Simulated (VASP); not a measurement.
## GeSb2Te4: single point with PBE

The system is GeSb2Te4.

```
CELL_PARAMETERS angstrom
-2.97455 2.97455 5.83540
2.97455 -2.97455 5.83540
2.97455 2.97455 -5.83540
ATOMIC_POSITIONS crystal
Ge 0.00000 0.00000 0.00000
Sb 0.50000 0.50000 0.00000
Sb 0.25000 0.75000 0.50000
Te 0.51306 0.01306 0.50000
Te 0.24459 0.24459 0.00000
Te 0.98694 0.48694 0.50000
Te 0.75541 0.75541 0.00000
```

| Quantity | Value |
| --- | --- |
| Program | VASP 6.6.1 |
| Task | single point |
| Functional | PBE |
| Potentials or basis | VASP PAW PBE potentials, release 64 (Ge_d, Sb, Te) |
| Cutoff | 520 eV |
| k mesh | 8 × 8 × 8 |
| Occupations | gaussian, width 0.1 eV |
| Spin | no spin polarisation |

```yaml
Pressure: 4.6 GPa
Largest_force: 0.005 eV/Å
Band_gap_on_the_k_mesh: zero (bands 24 and 25 overlap by 0.22 eV)
```

Forces on the atoms (eV/Å):
```
Ge   0.000  0.000  0.000
Sb   0.000  0.000  0.000
Sb   0.000  0.000  0.000
Te   0.000  0.000 -0.004
Te   0.000  0.000  0.005
Te   0.000  0.000  0.004
Te   0.000  0.000 -0.005
```

Levels at points of the mesh, in eV from the Fermi level:
```
           k point  band 21  band 22  band 23  band 24  band 25  band 26  band 27  band 28
(0.00, 0.00, 0.00)    -1.00    -0.53    -0.53    -0.07     0.70     2.10     2.56     3.82
(0.50, 0.00, 0.00)    -1.30    -0.86    -0.75    -0.45     0.20     1.04     1.49     2.05
(0.50, 0.50, 0.00)    -0.86    -0.69    -0.65    -0.14    -0.03     0.03     0.30     0.34
(0.50, 0.50, 0.50)    -2.43    -1.05    -0.87    -0.87     1.46     2.58     2.58     3.13
```

Wall time 7 min on 1 thread of Intel(R) Xeon(R) 6975P-C (Granite Rapids), on a shared host, peak memory 0.63 GiB.

Caveat: the cell stands under pressure; spin-orbit coupling is left out, which moves the levels of the heavy elements.
